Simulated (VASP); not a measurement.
# InPd (P4/mmm) in VASP: a series of runs

The runs below take InPd through single point, with PBE.

Program: VASP 6.6.1. These are calculated values, not measurements. Logs are shortened: lines on timing, memory, paths and dates and some standing lists are left out, and cuts for length are marked.

**1. The cell of the first run**

Symmetry: P4/mmm, No. 123, tetragonal system. Conventional cell: a = 2.915 Å, b = 2.915 Å, c = 4.122 Å, α = 90.00°, β = 90.00°, γ = 90.00°. Within 3.8 Å of In (site symmetry 4/mmm) lie 8 Pd at 2.91 Å and 4 In at 2.92 Å. Within 3.8 Å of Pd (site symmetry 4/mmm) lie 8 In at 2.91 Å and 4 Pd at 2.92 Å.

**2. Single point, PBE**

Input file INCAR:

```
PREC = Accurate
ENCUT = 520
EDIFF = 1E-6
ISMEAR = 0
SIGMA = 0.15
LREAL = F
LASPH = T
NELM = 80
ALGO = Fast
ISIF = 2
LWAVE = F
LCHARG = T
GGA = PE
LELF = T
LVHAR = T
NBANDS = 18
```

Input file KPOINTS:

```
regular mesh
0
Gamma
  16 16 16
```

Input file POSCAR:

```
InPd
1.0
    2.9150646998      0.0000000000      0.0000000000
    0.0000000000      2.9150646998      0.0000000000
    0.0000000000      0.0000000000      4.1219014855
In Pd
1 1
Direct
    0.0000000000      0.0000000000      0.0000000000
    0.5000000000      0.5000000000      0.5000000000
```

Potentials or basis: VASP PAW PBE potentials, release 64 (In_d, Pd).

The run is started by

```
cat potpaw_PBE.64/In_d/POTCAR potpaw_PBE.64/Pd/POTCAR > POTCAR
mpirun -np 1 vasp_std > vasp.out
```

OUTCAR:

```text
PREC = Accurate
   ENCUT = 520
   EDIFF = 1E-6
   ISMEAR = 0
   LREAL = F
   LASPH = T
   NELM = 80
   ISIF = 2
   GGA = PE

 ion  position               nearest neighbor table
   1  0.000  0.000  0.000-   2 2.91   2 2.91   2 2.91   2 2.91   2 2.91   2 2.91   2 2.91   2 2.91

   2  0.500  0.500  0.500-   1 2.91   1 2.91   1 2.91   1 2.91   1 2.91   1 2.91   1 2.91   1 2.91

  LATTYP: Found a simple tetragonal cell.
 ALAT       =     2.9150646998
 C/A-ratio  =     1.4140000000

  Lattice vectors:

 A1 = (   2.9150646998,   0.0000000000,   0.0000000000)
 A2 = (   0.0000000000,   2.9150646998,   0.0000000000)
 A3 = (   0.0000000000,   0.0000000000,   4.1219014855)

Analysis of symmetry for initial positions (statically):
=====================================================================
 Subroutine PRICEL returns:
 Original cell was already a primitive cell.

 Routine SETGRP: Setting up the symmetry group for a
 simple tetragonal supercell.

 Subroutine GETGRP returns: Found 16 space group operations
 (whereof 16 operations were pure point group operations)
 out of a pool of 16 trial point group operations.

The static configuration has the point symmetry D_4h.

Analysis of symmetry for dynamics (positions and initial velocities):
=====================================================================
 Subroutine PRICEL returns:
 Original cell was already a primitive cell.

 Routine SETGRP: Setting up the symmetry group for a
 simple tetragonal supercell.

 Subroutine GETGRP returns: Found 16 space group operations
 (whereof 16 operations were pure point group operations)
 out of a pool of 16 trial point group operations.

The dynamic configuration has the point symmetry D_4h.

 Subroutine INISYM returns: Found 16 space group operations
 (whereof 16 operations are pure point group operations),
 and found     1 'primitive' translations

----------------------------------------------------------------------------------------

                                     Primitive cell

  volume of cell :      35.0263

  direct lattice vectors                    reciprocal lattice vectors
     2.915064700  0.000000000  0.000000000     0.343045559  0.000000000  0.000000000
     0.000000000  2.915064700  0.000000000     0.000000000  0.343045559  0.000000000
     0.000000000  0.000000000  4.121901485     0.000000000  0.000000000  0.242606478

  length of vectors
     2.915064700  2.915064700  4.121901485     0.343045559  0.343045559  0.242606478

  position of ions in fractional coordinates (direct lattice)
     0.000000000  0.000000000  0.000000000
     0.500000000  0.500000000  0.500000000

  ion indices of the primitive-cell ions
   primitive index   ion index
                 1           1
                 2           2

----------------------------------------------------------------------------------------

 KPOINTS: regular mesh

Automatic generation of k-mesh.
 Grid dimensions read from file:
 generate k-points for:   16   16   16

 Generating k-lattice:

  Cartesian coordinates                     Fractional coordinates (reciprocal lattice)
     0.021440347  0.000000000  0.000000000     0.062500000  0.000000000  0.000000000
     0.000000000  0.021440347  0.000000000     0.000000000  0.062500000  0.000000000
     0.000000000  0.000000000  0.015162905     0.000000000  0.000000000  0.062500000

  Length of vectors
     0.021440347  0.021440347  0.015162905

  Shift w.r.t. Gamma in fractional coordinates (k-lattice)
     0.000000000  0.000000000  0.000000000

 Subroutine IBZKPT returns following result:
 ===========================================

 Found    405 irreducible k-points:

 Following reciprocal coordinates:
            Coordinates               Weight
  0.000000  0.000000  0.000000      1.000000
  0.062500  0.000000  0.000000      4.000000
  0.125000  0.000000  0.000000      4.000000
  0.187500  0.000000  0.000000      4.000000
  0.250000  0.000000  0.000000      4.000000
  0.312500  0.000000  0.000000      4.000000
[... 16 lines left out ...]
  0.437500  0.125000  0.000000      8.000000
  0.500000  0.125000  0.000000      4.000000
 [... further k-points ...]
   k-points           NKPTS =    405   k-points in BZ     NKDIM =    405   number of bands    NBANDS=     18
   number of dos      NEDOS =    301   number of ions     NIONS =      2
   total plane-waves  NPLWV =  18432
   dimension x,y,z NGX =    24 NGY =   24 NGZ =   32
   dimension x,y,z NGXF=    48 NGYF=   48 NGZF=   64
   ions per type =               1   1
   NGX,Y,Z   is equivalent  to a cutoff of  13.69, 13.69, 12.91 a.u.
   NGXF,Y,Z  is equivalent  to a cutoff of  27.37, 27.37, 25.81 a.u.
 SYSTEM =  unknown system
   PREC   = accura    normal or accurate (medium, high low for compatibility)
   ISTART =      0    job   : 0-new  1-cont  2-samecut
   ICHARG =      2    charge: 1-file 2-atom 10-const
   ISPIN  =      1    spin polarized calculation?
   LNONCOLLINEAR =      F non collinear calculations
   LSORBIT =      F    spin-orbit coupling
   LASPH  =      T    aspherical Exc in radial PAW
   ENCUT  =  520.0 eV  38.22 Ry    6.18 a.u.   5.42  5.42  7.66*2*pi/ulx,y,z
   NELM   =     80;   NELMIN=  2; NELMDL= -5     # of ELM steps
   EDIFF  = 0.1E-05   stopping-criterion for ELM
   LREAL  =      F    real-space projection
   EDIFFG = 0.1E-04   stopping-criterion for IOM
   NSW    =      0    number of steps for IOM
   IBRION =     -1    ionic relax: 0-MD 1-quasi-New 2-CG
   NFREE  =      0    steps in history (QN), initial steepest desc. (CG)
   ISIF   =      2    stress and relaxation
   ISYM   =      2    0-nonsym 1-usesym 2-fastsym
   POTIM  = 0.5000    time-step for ionic-motion
   TEBEG  =    0.0;   TEEND  =   0.0 temperature during run
   PSTRESS=    0.0 pullay stress
   NELECT =      23.0000    total number of electrons
   NUPDOWN=      -1.0000    fix difference up-down
   EMIN   =  10.00;   EMAX   =-10.00  energy-range for DOS
   EFERMI =   0.00;   METHOD = LEGACY
   ISMEAR =     0;   SIGMA  =   0.15  broadening in eV -4-tet -1-fermi 0-gaus
   EFERMI_NEDOS =   21; number of points for ismear=-14 and -15
   IALGO  =     68    algorithm
   IMIX   =      4    mixing-type and parameters
     AMIX     =   0.40;   BMIX     =  1.00
     AMIX_MAG =   1.60;   BMIX_MAG =  1.00
  volume/ion in A,a.u.               =      17.51       118.18
  Fermi-wavevector in a.u.,A,eV,Ry     =   1.422938  2.688964 27.548447  2.024754
  Thomas-Fermi vector in A             =   2.543589
   LORBIT       =      0    0 simple, 1 ext, 2 COOP (PROOUT), +10 PAW based schemes
   GGA     = PE    functional components
   LHFCALC =     F    Hartree Fock is set to
   AEXX    =    0.0000 exact exchange contribution
   IVDW    =     0    specifies the selected vdW correction
   LEPSILON=     F    determine dielectric tensor
   LRPA    =     F    only Hartree local field effects (RPA)
 non-spin polarized calculation
 RMM-DIIS sequential band-by-band and
 Gauss-broadening in eV      SIGMA  =   0.15
  energy-cutoff  :      520.00
  volume of cell :       35.03
 maximum number of plane-waves:       962
 NGX is ok and might be reduce to    24

 number of electron      22.9999997 magnetization

 Free energy of the ion-electron system (eV)
  ---------------------------------------------------
  ext. energy  EPLUGINS =         0.00000000
  ---------------------------------------------------
  free energy    TOTEN  =        -8.50862371 eV

  energy without entropy =       -8.49709228  energy(sigma->0) =       -8.50285799

 E-fermi :  10.5529     XC(G=0): -12.2325

 val. band max:       10.5484434083   @ k =   0.4375   0.1875   0.1875
 cond. band min:      10.5636792396   @ k =   0.4375   0.0000   0.0000
 fundamental gap:      0.0152358313
 Fermi energy:        10.5528793729

 k-point     1 :       0.0000    0.0000    0.0000
  band No.  band energies     occupation
      1      -5.0142      2.00000
      2      -4.6035      2.00000
      3      -4.1217      2.00000
      4      -4.1217      2.00000
      5      -4.0142      2.00000
      6       0.2562      2.00000
[... 10 lines left out ...]
     17      24.5199      0.00000
     18      24.5332      0.00000

 k-point     2 :       0.0625    0.0000    0.0000
  band No.  band energies     occupation
      1      -4.9942      2.00000
      2      -4.5898      2.00000
      3      -4.1365      2.00000
      4      -4.1197      2.00000
      5      -4.0254      2.00000
      6       0.3307      2.00000
[... 10 lines left out ...]
     17      24.5228      0.00000
     18      25.0593      0.00000

 k-point     3 :       0.1250    0.0000    0.0000
  band No.  band energies     occupation
      1      -4.9422      2.00000
      2      -4.5461      2.00000
      3      -4.1783      2.00000
      4      -4.1140      2.00000
      5      -4.0572      2.00000
      6       0.5550      2.00000
[... 10 lines left out ...]
     17      24.3407      0.00000
     18      26.1971      0.00000

 k-point     4 :       0.1875    0.0000    0.0000
  band No.  band energies     occupation
      1      -4.8777      2.00000
      2      -4.4678      2.00000
      3      -4.2400      2.00000
      4      -4.1055      2.00000
      5      -4.1043      2.00000
      6       0.9306      2.00000
[... 375 lines left out ...]
      4      -4.1396      2.00000
      5      -4.1174      2.00000
      6       3.2339      2.00000
[... 10 lines left out ...]
     17      20.4872      0.00000
     18      23.7140      0.00000

 k-point    23 :       0.4375    0.1250    0.0000
  band No.  band energies     occupation
      1      -4.6041      2.00000
      2      -4.4776      2.00000
      3      -4.3695      2.00000
      4      -4.1347      2.00000
      5      -4.0419      2.00000
      6       4.1547      2.00000
[... 10 lines left out ...]
     17      20.3042      0.00000
     18      22.5787      0.00000

 k-point    24 :       0.5000    0.1250    0.0000
  band No.  band energies     occupation
      1      -4.5983      2.00000
      2      -4.4913      2.00000
      3      -4.3813      2.00000
      4      -4.1330      2.00000
      5      -4.0150      2.00000
      6       5.0853      2.00000
[... 10 lines left out ...]
     17      20.8007      0.00000
     18      21.9051      0.00000

 [... further k-points ...]

------------------------ aborting loop because EDIFF is reached ----------------------------------------

  FORCE on cell =-STRESS in cart. coord.  units (eV):
  Direction    XX          YY          ZZ          XY          YZ          ZX
  --------------------------------------------------------------------------------------
  -------------------------------------------------------------------------------------
  Total        1.8094068      1.8094068     -0.6023417      0.0000000     -0.0000000      0.0000000
  in kB       82.7661596     82.7661596    -27.5524049      0.0000000     -0.0000000      0.0000000
  external PRESSURE =      45.9933048 kB  Pullay stress =       0.0000000 kB

 VOLUME and BASIS-vectors are now :
 -----------------------------------------------------------------------------
  energy-cutoff  :      520.00
  volume of cell :       35.03
      direct lattice vectors                 reciprocal lattice vectors
     2.915064700  0.000000000  0.000000000     0.343045559  0.000000000  0.000000000
     0.000000000  2.915064700  0.000000000     0.000000000  0.343045559  0.000000000
     0.000000000  0.000000000  4.121901485     0.000000000  0.000000000  0.242606478

 POSITION                                       TOTAL-FORCE (eV/Angst)
 -----------------------------------------------------------------------------------
      0.00000      0.00000      0.00000         0.000000      0.000000      0.000000
      1.45753      1.45753      2.06095         0.000000      0.000000      0.000000
 -----------------------------------------------------------------------------------
    total drift:                                0.000000      0.000000     -0.000000

  FREE ENERGIE OF THE ION-ELECTRON SYSTEM (eV)
  ---------------------------------------------------
  free  energy   TOTEN  =        -8.5086237120 eV

  energy  without entropy=       -8.4970922766  energy(sigma->0) =       -8.50285799
```

It took 2.6 min on 1 thread of Intel Xeon Platinum 8375C at 2.90GHz (Ice Lake), shared host; peak memory 0.36 GiB.

What came out:

| Item | Value |
| --- | --- |
| Free energy | -8.5086 eV |
| Pressure | 4.6 GPa |
| Band gap on the k mesh | zero (an odd number of electrons rules out a gap without spin polarisation) |

Levels at points of the mesh, in eV from the Fermi level:
```
           k point  band 10  band 11  band 12  band 13  band 14  band 15
(0.00, 0.00, 0.00)    -2.17    -1.51    -0.83     4.15     7.61     7.61
(0.50, 0.00, 0.00)    -2.53    -2.14    -0.04     5.95     6.28     6.68
(0.50, 0.50, 0.00)    -1.19    -1.19    -0.76     2.44     4.75     6.52
(0.00, 0.00, 0.50)    -2.48    -2.48    -1.52    10.35    10.35    11.75
(0.50, 0.00, 0.50)    -2.23    -2.11    -1.83     0.39     2.59    12.75
(0.50, 0.50, 0.50)    -0.76     0.85     2.73     2.73     4.15     4.27
```

Caveat: the cell stands under pressure; spin-orbit coupling is left out, which moves the levels of the heavy elements.

**3. Single point, PBE**

This run uses another cell than the first one, of the same volume but with other edges.

Input file INCAR:

```
PREC = Accurate
ENCUT = 520
EDIFF = 1E-6
ISMEAR = 0
SIGMA = 0.15
LREAL = F
LASPH = T
NELM = 60
ALGO = Fast
ISIF = 2
LWAVE = F
LCHARG = F
GGA = PE
NBANDS = 18
```

KPOINTS is that of step 2.

Input file POSCAR:

```
InPd
1.0
    3.0789614603      0.0000000000      0.0000000000
    0.0000000000      3.0789614603      0.0000000000
    0.0000000000      0.0000000000      3.6947537524
In Pd
1 1
Direct
    0.0000000000      0.0000000000      0.0000000000
    0.5000000000      0.5000000000      0.5000000000
```

Potentials or basis: VASP PAW PBE potentials, release 64 (In_d, Pd).

The run is started by

```
cat potpaw_PBE.64/In_d/POTCAR potpaw_PBE.64/Pd/POTCAR > POTCAR
mpirun -np 1 vasp_std > vasp.out
```

It took 2.2 min on 1 thread of Intel Xeon Platinum 8375C at 2.90GHz (Ice Lake), shared host; peak memory 0.36 GiB.

The run converged. Its results:

```yaml
Free_energy: -8.6793 eV
Pressure: 4.0 GPa
Band_gap_on_the_k_mesh: zero (an odd number of electrons rules out a gap without spin polarisation)
```

Stress tensor (GPa, compression positive):
```
5.49 0.00 0.00
0.00 5.49 0.00
0.00 0.00 1.03
```

Levels at points of the mesh, in eV from the Fermi level:
```csv
k point,band 8,band 9,band 10,band 11,band 12,band 13,band 14,band 15,band 16,band 17
"(0.00, 0.00, 0.00)",-3.90,-2.34,-2.34,-1.93,1.20,5.93,5.93,6.75,11.71,12.16
"(0.50, 0.00, 0.00)",-3.97,-3.79,-2.89,-2.39,-0.52,7.74,7.77,8.04,9.79,11.44
"(0.50, 0.50, 0.00)",-3.05,-3.05,-1.76,-1.76,-1.27,2.00,3.68,7.47,9.65,9.65
"(0.00, 0.00, 0.50)",-4.04,-2.91,-2.91,-2.30,-1.98,9.86,9.86,10.65,11.80,11.80
"(0.50, 0.00, 0.50)",-3.07,-2.58,-2.42,-2.12,-2.00,0.97,2.22,10.93,12.05,12.73
"(0.50, 0.50, 0.50)",-4.82,-2.06,-1.27,0.16,3.55,3.55,3.89,3.89,3.89,5.71
```

Caveat: the cell stands under pressure; spin-orbit coupling is left out, which moves the levels of the heavy elements.
